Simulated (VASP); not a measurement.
# Co (I4/mmm) in VASP: further runs

Runs on Co. Level: LDA. Tasks: single point.

Everything below comes from runs of VASP 6.6.1. Logs are shortened: lines on timing, memory, paths and dates and some standing lists are left out, and cuts for length are marked.

### 1 The cell of the first run

The typed cell holds 2 atoms: a = 2.385 Å, b = 2.385 Å, c = 3.372 Å, α = 90.00°, β = 90.00°, γ = 90.00°.

This isn't the form of Co at room conditions, which is hcp.

### 2 Single point, LDA, collinear spin, antiferromagnetic start

File INCAR:

```
PREC = Accurate ; ENCUT = 520
EDIFF = 1E-7 ; ISMEAR = -1
SIGMA = 0.05 ; LREAL = F
LASPH = T ; NELM = 150
ALGO = Normal ; ISIF = 2
LWAVE = F ; LCHARG = T
ISPIN = 2 ; MAGMOM = 1.7 -1.7
LORBIT = 11 ; LMAXMIX = 4
LELF = T ; LVHAR = T
NBANDS = 20
```

File KPOINTS:

```
Automatic mesh
0
Gamma
  12 12 9
```

File POSCAR:

```
Co
1.0
    2.3850572788      0.0000000000      0.0000000000
    0.0000000000      2.3850572788      0.0000000000
    0.0000000000      0.0000000000      3.3718840527
Co
2
Direct
    0.0000000000      0.0000000000      0.0000000000
    0.5000000000      0.5000000000      0.5000000000
```

Potentials or basis: VASP PAW LDA potentials, release 64 (Co).

Run with:

```
$ cat potpaw_LDA.64/Co/POTCAR > POTCAR
$ mpirun -np 1 vasp_std > vasp.out
```

OUTCAR:

```text
PREC = Accurate
   ENCUT = 520
   EDIFF = 1E-7
   ISMEAR = -1
   LREAL = F
   LASPH = T
   NELM = 150
   ISIF = 2
   ISPIN = 2
   LORBIT = 11

 ion  position               nearest neighbor table
   1  0.000  0.000  0.000-   2 2.38   2 2.38   2 2.38   2 2.38   2 2.38   2 2.38   2 2.38   2 2.38

   2  0.500  0.500  0.500-   1 2.38   1 2.38   1 2.38   1 2.38   1 2.38   1 2.38   1 2.38   1 2.38

  LATTYP: Found a simple tetragonal cell.
 ALAT       =     2.3850572788
 C/A-ratio  =     1.4137539097

  Lattice vectors:

 A1 = (   2.3850572788,   0.0000000000,   0.0000000000)
 A2 = (   0.0000000000,   2.3850572788,   0.0000000000)
 A3 = (   0.0000000000,   0.0000000000,   3.3718840527)

Analysis of symmetry for initial positions (statically):
=====================================================================
 Subroutine PRICEL returns following result:

  LATTYP: Found a body centered tetragonal cell.
 ALAT       =     2.3850572788
 C/A-ratio  =     1.4137539097

  Lattice vectors:

 A1 = (  -1.1925286394,  -1.1925286394,  -1.6859420264)
 A2 = (   1.1925286394,   1.1925286394,  -1.6859420263)
 A3 = (   1.1925286394,  -1.1925286394,   1.6859420264)

   2 primitive cells build up your supercell.

 Routine SETGRP: Setting up the symmetry group for a
 simple tetragonal supercell.

 Subroutine GETGRP returns: Found 16 space group operations
 (whereof 16 operations were pure point group operations)
 out of a pool of 16 trial point group operations.

The static configuration has the point symmetry D_4h.

Analysis of symmetry for dynamics (positions and initial velocities):
=====================================================================
 Subroutine PRICEL returns following result:

  LATTYP: Found a body centered tetragonal cell.
 ALAT       =     2.3850572788
 C/A-ratio  =     1.4137539097

  Lattice vectors:

 A1 = (  -1.1925286394,  -1.1925286394,  -1.6859420264)
 A2 = (   1.1925286394,   1.1925286394,  -1.6859420263)
 A3 = (   1.1925286394,  -1.1925286394,   1.6859420264)

   2 primitive cells build up your supercell.

 Routine SETGRP: Setting up the symmetry group for a
 simple tetragonal supercell.

 Subroutine GETGRP returns: Found 16 space group operations
 (whereof 16 operations were pure point group operations)
 out of a pool of 16 trial point group operations.

The dynamic configuration has the point symmetry D_4h.

Analysis of structural, dynamic, and magnetic symmetry:
=====================================================================
 Subroutine PRICEL returns following result:

  LATTYP: Found a body centered tetragonal cell.
 ALAT       =     2.3850572788
 C/A-ratio  =     1.4137539097

  Lattice vectors:

 A1 = (  -1.1925286394,  -1.1925286394,  -1.6859420264)
 A2 = (   1.1925286394,   1.1925286394,  -1.6859420263)
 A3 = (   1.1925286394,  -1.1925286394,   1.6859420264)

   2 primitive cells build up your supercell.

 Routine SETGRP: Setting up the symmetry group for a
 simple tetragonal supercell.

 Subroutine GETGRP returns: Found 16 space group operations
 (whereof 16 operations were pure point group operations)
 out of a pool of 16 trial point group operations.

The overall configuration has the point symmetry D_4h.

 Subroutine INISYM returns: Found 16 space group operations
 (whereof 16 operations are pure point group operations),
 and found     2 'primitive' translations

----------------------------------------------------------------------------------------

                                     Primitive cell

  volume of cell :       9.5905

  direct lattice vectors                    reciprocal lattice vectors
    -1.192528639 -1.192528639 -1.685942026     0.000000000 -0.419277142 -0.296570103
     1.192528639  1.192528639 -1.685942026     0.419277142  0.000000000 -0.296570103
     1.192528639 -1.192528639  1.685942026     0.419277142 -0.419277142  0.000000000

  length of vectors
     2.384669710  2.384669710  2.384669710     0.513563188  0.513563188  0.592947421

  position of ions in fractional coordinates (direct lattice)
     0.000000000  0.000000000  0.000000000

  ion indices of the primitive-cell ions
   primitive index   ion index
                 1           1

----------------------------------------------------------------------------------------

 KPOINTS: Automatic mesh

Automatic generation of k-mesh.
 Grid dimensions read from file:
 generate k-points for:   12   12    9

 Generating k-lattice:

  Cartesian coordinates                     Fractional coordinates (reciprocal lattice)
     0.034939762  0.000000000  0.000000000     0.083333333  0.000000000  0.000000000
     0.000000000  0.034939762  0.000000000     0.000000000  0.083333333  0.000000000
     0.000000000  0.000000000  0.032952234     0.000000000  0.000000000  0.111111111

  Length of vectors
     0.034939762  0.034939762  0.032952234

  Shift w.r.t. Gamma in fractional coordinates (k-lattice)
     0.000000000  0.000000000  0.000000000

 Subroutine IBZKPT returns following result:
 ===========================================

 Found    140 irreducible k-points:

 Following reciprocal coordinates:
            Coordinates               Weight
  0.000000  0.000000  0.000000      1.000000
  0.083333  0.000000  0.000000      4.000000
  0.166667  0.000000  0.000000      4.000000
  0.250000  0.000000  0.000000      4.000000
  0.333333  0.000000  0.000000      4.000000
  0.416667  0.000000  0.000000      4.000000
[... 16 lines left out ...]
  0.333333  0.333333  0.000000      4.000000
  0.416667  0.333333  0.000000      8.000000
 [... further k-points ...]
   k-points           NKPTS =    140   k-points in BZ     NKDIM =    140   number of bands    NBANDS=     20
   number of dos      NEDOS =    301   number of ions     NIONS =      2
   total plane-waves  NPLWV =   9072
   dimension x,y,z NGX =    18 NGY =   18 NGZ =   28
   dimension x,y,z NGXF=    36 NGYF=   36 NGZF=   56
   ions per type =               2
   NGX,Y,Z   is equivalent  to a cutoff of  12.55, 12.55, 13.81 a.u.
   NGXF,Y,Z  is equivalent  to a cutoff of  25.09, 25.09, 27.61 a.u.
 SYSTEM =  unknown system
   PREC   = accura    normal or accurate (medium, high low for compatibility)
   ISTART =      0    job   : 0-new  1-cont  2-samecut
   ICHARG =      2    charge: 1-file 2-atom 10-const
   ISPIN  =      2    spin polarized calculation?
   LNONCOLLINEAR =      F non collinear calculations
   LSORBIT =      F    spin-orbit coupling
   LASPH  =      T    aspherical Exc in radial PAW
   ENCUT  =  520.0 eV  38.22 Ry    6.18 a.u.   4.43  4.43  6.27*2*pi/ulx,y,z
   NELM   =    150;   NELMIN=  2; NELMDL= -5     # of ELM steps
   EDIFF  = 0.1E-06   stopping-criterion for ELM
   LREAL  =      F    real-space projection
   EDIFFG = 0.1E-05   stopping-criterion for IOM
   NSW    =      0    number of steps for IOM
   IBRION =     -1    ionic relax: 0-MD 1-quasi-New 2-CG
   NFREE  =      0    steps in history (QN), initial steepest desc. (CG)
   ISIF   =      2    stress and relaxation
   ISYM   =      2    0-nonsym 1-usesym 2-fastsym
   POTIM  = 0.5000    time-step for ionic-motion
   TEBEG  =    0.0;   TEEND  =   0.0 temperature during run
   PSTRESS=    0.0 pullay stress
   NELECT =      18.0000    total number of electrons
   NUPDOWN=      -1.0000    fix difference up-down
   EMIN   =  10.00;   EMAX   =-10.00  energy-range for DOS
   EFERMI =   0.00;   METHOD = LEGACY
   ISMEAR =    -1;   SIGMA  =   0.05  broadening in eV -4-tet -1-fermi 0-gaus
   EFERMI_NEDOS =   21; number of points for ismear=-14 and -15
   IALGO  =     38    algorithm
   IMIX   =      4    mixing-type and parameters
     AMIX     =   0.40;   BMIX     =  1.00
     AMIX_MAG =   1.60;   BMIX_MAG =  1.00
  volume/ion in A,a.u.               =       9.59        64.72
  Fermi-wavevector in a.u.,A,eV,Ry     =   1.602786  3.028827 34.952325  2.568923
  Thomas-Fermi vector in A             =   2.699552
   LORBIT       =     11    0 simple, 1 ext, 2 COOP (PROOUT), +10 PAW based schemes
   GGA     = CA    functional components
   LHFCALC =     F    Hartree Fock is set to
   AEXX    =    0.0000 exact exchange contribution
   IVDW    =     0    specifies the selected vdW correction
   LEPSILON=     F    determine dielectric tensor
   LRPA    =     F    only Hartree local field effects (RPA)
 spin polarized calculation
  energy-cutoff  :      520.00
  volume of cell :       19.18
 maximum number of plane-waves:       537
 NGX is ok and might be reduce to    18
   NGX =  9   NGY =  9   NGZ = 13

 number of electron      17.9999996 magnetization      -0.0000000

 number of electron      17.9999996 magnetization       0.0000000

 Free energy of the ion-electron system (eV)
  ---------------------------------------------------
  ext. energy  EPLUGINS =         0.00000000
  ---------------------------------------------------
  free energy    TOTEN  =       -16.13805441 eV

  energy without entropy =      -16.10889952  energy(sigma->0) =      -16.12347697

 E-fermi :  11.7838     XC(G=0): -14.4948

 val. band max:       11.7689951850   @ k =   0.3333   0.0833   0.2222
 cond. band min:      11.8031326066   @ k =   0.0833   0.0000   0.0000
 fundamental gap:      0.0341374217
 Fermi energy:        11.7838051108

 spin component 1

 k-point     1 :       0.0000    0.0000    0.0000
  band No.  band energies     occupation
      1       2.2285      1.00000
      2       6.4398      1.00000
      3       7.1293      1.00000
      4       9.6069      1.00000
      5       9.6069      1.00000
      6       9.6113      1.00000
[... 12 lines left out ...]
     19      41.3417      0.00000
     20      41.3470      0.00000

 k-point     2 :       0.0833    0.0000    0.0000
  band No.  band energies     occupation
      1       2.4314      1.00000
      2       6.5595      1.00000
      3       7.2144      1.00000
      4       9.5307      1.00000
      5       9.6584      1.00000
      6       9.6779      1.00000
[... 12 lines left out ...]
     19      39.7203      0.00000
     20      40.4795      0.00000
[... 465 lines left out ...]
      3       7.6915      1.00000
      4       7.8198      1.00000
      5       9.8825      1.00000
      6      11.0772      1.00000
[... 12 lines left out ...]
     19      34.1367      0.00000
     20      39.4836      0.00000

 k-point    24 :       0.4167    0.3333    0.0000
  band No.  band energies     occupation
      1       6.5844      1.00000
      2       6.9637      1.00000
      3       7.4908      1.00000
      4       7.5473      1.00000
      5      10.4837      1.00000
      6      11.2037      0.99999
[... 12 lines left out ...]
     19      34.7143      0.00000
     20      37.6866      0.00000

 [... further k-points ...]

 spin component 2

 k-point     1 :       0.0000    0.0000    0.0000
  band No.  band energies     occupation
      1       2.2285      1.00000
      2       6.4398      1.00000
      3       7.1293      1.00000
      4       9.6069      1.00000
      5       9.6069      1.00000
      6       9.6113      1.00000
[... 12 lines left out ...]
     19      41.3417      0.00000
     20      41.3468      0.00000

 k-point     2 :       0.0833    0.0000    0.0000
  band No.  band energies     occupation
      1       2.4314      1.00000
      2       6.5595      1.00000
      3       7.2144      1.00000
      4       9.5307      1.00000
      5       9.6584      1.00000
      6       9.6779      1.00000
[... 12 lines left out ...]
     19      39.7203      0.00000
     20      40.4795      0.00000
[... 465 lines left out ...]
      3       7.6915      1.00000
      4       7.8198      1.00000
      5       9.8825      1.00000
      6      11.0772      1.00000
[... 12 lines left out ...]
     19      34.1367      0.00000
     20      39.4835      0.00000

 k-point    24 :       0.4167    0.3333    0.0000
  band No.  band energies     occupation
      1       6.5844      1.00000
      2       6.9637      1.00000
      3       7.4908      1.00000
      4       7.5473      1.00000
      5      10.4837      1.00000
      6      11.2037      0.99999
[... 12 lines left out ...]
     19      34.7143      0.00000
     20      37.6866      0.00000

 [... further k-points ...]

------------------------ aborting loop because EDIFF is reached ----------------------------------------

  FORCE on cell =-STRESS in cart. coord.  units (eV):
  Direction    XX          YY          ZZ          XY          YZ          ZX
  --------------------------------------------------------------------------------------
  -------------------------------------------------------------------------------------
  Total       -0.1100649     -0.1100649     -0.1148696      0.0000000      0.0000000      0.0000000
  in kB       -9.1936722     -9.1936722     -9.5950134      0.0000000      0.0000000      0.0000000
  external PRESSURE =      -9.3274526 kB  Pullay stress =       0.0000000 kB

 VOLUME and BASIS-vectors are now :
 -----------------------------------------------------------------------------
  energy-cutoff  :      520.00
  volume of cell :       19.18
      direct lattice vectors                 reciprocal lattice vectors
     2.385057279  0.000000000  0.000000000     0.419277142  0.000000000  0.000000000
     0.000000000  2.385057279  0.000000000     0.000000000  0.419277142  0.000000000
     0.000000000  0.000000000  3.371884053     0.000000000  0.000000000  0.296570103

 POSITION                                       TOTAL-FORCE (eV/Angst)
 -----------------------------------------------------------------------------------
      0.00000      0.00000      0.00000         0.000000     -0.000000     -0.000000
      1.19253      1.19253      1.68594        -0.000000      0.000000      0.000000
 -----------------------------------------------------------------------------------
    total drift:                                0.000000     -0.000000     -0.000000

  FREE ENERGIE OF THE ION-ELECTRON SYSTEM (eV)
  ---------------------------------------------------
  free  energy   TOTEN  =       -16.1380544143 eV

  energy  without entropy=      -16.1088995205  energy(sigma->0) =      -16.12347697

 total charge

# of ion       s       p       d       tot
------------------------------------------
    1        0.542   0.630   7.372   8.543
    2        0.542   0.630   7.372   8.543
--------------------------------------------------
tot          1.083   1.260  14.743  17.087

 magnetization (x)

# of ion       s       p       d       tot
------------------------------------------
    1        0.000   0.000   0.000   0.000
    2       -0.000  -0.000  -0.000  -0.000
--------------------------------------------------
tot          0.000   0.000   0.000   0.000
```

Wall time 66 s (1 thread of Intel Xeon Platinum 8488C (Sapphire Rapids), shared host); peak memory 0.18 GiB.

Results:

* Free energy: -16.1381 eV
* Pressure: -0.9 GPa
* Band gap on the k mesh: zero (filled and empty bands overlap)
* Net moment: 0.00 μB per cell
* Valence electrons inside the program's atomic spheres: Co 8.54

Levels at points of the mesh, in eV from the Fermi level:
Spin up:
| k point | band 6 | band 7 | band 8 | band 9 | band 10 | band 11 | band 12 | band 13 |
| --- | --- | --- | --- | --- | --- | --- | --- | --- |
| (0.00, 0.00, 0.00) | -2.17 | -0.63 | -0.63 | 0.38 | 0.62 | 0.62 | 2.96 | 11.52 |
| (0.50, 0.00, 0.00) | -2.77 | -1.28 | -1.28 | -0.71 | -0.71 | 2.24 | 2.24 | 13.49 |
| (0.50, 0.50, 0.00) | 0.38 | 0.62 | 0.62 | 0.62 | 0.62 | 2.95 | 2.95 | 11.51 |
Spin down:
```csv
k point,band 6,band 7,band 8,band 9,band 10,band 11,band 12,band 13
"(0.00, 0.00, 0.00)",-2.17,-0.63,-0.63,0.38,0.62,0.62,2.96,11.52
"(0.50, 0.00, 0.00)",-2.77,-1.28,-1.28,-0.71,-0.71,2.24,2.24,13.49
"(0.50, 0.50, 0.00)",0.38,0.62,0.62,0.62,0.62,2.95,2.95,11.51
```

### 3 Single point, LDA, collinear spin, ferromagnetic start (8.44 Å³/atom)

This run uses another cell than the first one, of 8.44 Å³/atom.

File INCAR:

```
ALGO = Normal
EDIFF = 1E-6
ENCUT = 520
GGA = CA
ISIF = 2
ISMEAR = -1
ISPIN = 2
LASPH = True
LCHARG = False
LMAXMIX = 4
LORBIT = 11
LREAL = False
LWAVE = False
MAGMOM = 1.538 1.538
NBANDS = 20
NELM = 150
PREC = Accurate
SIGMA = 0.05
```

File KPOINTS:

```
k-points
0
Gamma
  15 15 11
```

File POSCAR:

```
Co
1.0
    2.2855621611      0.0000000000      0.0000000000
    0.0000000000      2.2855621611      0.0000000000
    0.0000000000      0.0000000000      3.2312224412
Co
2
Direct
    0.0000000000      0.0000000000      0.0000000000
    0.5000000000      0.5000000000      0.5000000000
```

Potentials or basis: VASP PAW LDA potentials, release 64 (Co).

Run with:

```
$ cat potpaw_LDA.64/Co/POTCAR > POTCAR
$ mpirun -np 1 vasp_std > vasp.out
```

Wall time 88 s (1 thread of Intel Xeon Platinum 8488C (Sapphire Rapids), shared host); peak memory 0.2 GiB.

Results (log left out):

```
Free energy                                           : -15.8065 eV
Pressure                                              : 52.8 GPa
Band gap on the k mesh                                : zero (filled and empty bands overlap)
Net moment                                            : 0.01 μB per cell
Valence electrons inside the program's atomic spheres : Co 8.89
```

Stress tensor (GPa, compression positive):
```
52.74  0.00  0.00
 0.00 52.74  0.00
 0.00  0.00 52.82
```

Levels at points of the mesh, in eV from the Fermi level:
Spin up:
```tsv
k point	band 6	band 7	band 8	band 9	band 10	band 11	band 12	band 13
(0.00, 0.00, 0.00)	-2.64	-0.77	-0.77	0.45	0.75	0.75	3.20	12.94
```
Spin down:
```tsv
k point	band 6	band 7	band 8	band 9	band 10	band 11	band 12	band 13
(0.00, 0.00, 0.00)	-2.63	-0.77	-0.76	0.45	0.75	0.75	3.20	12.94
```

Caveat: the cell stands under pressure.
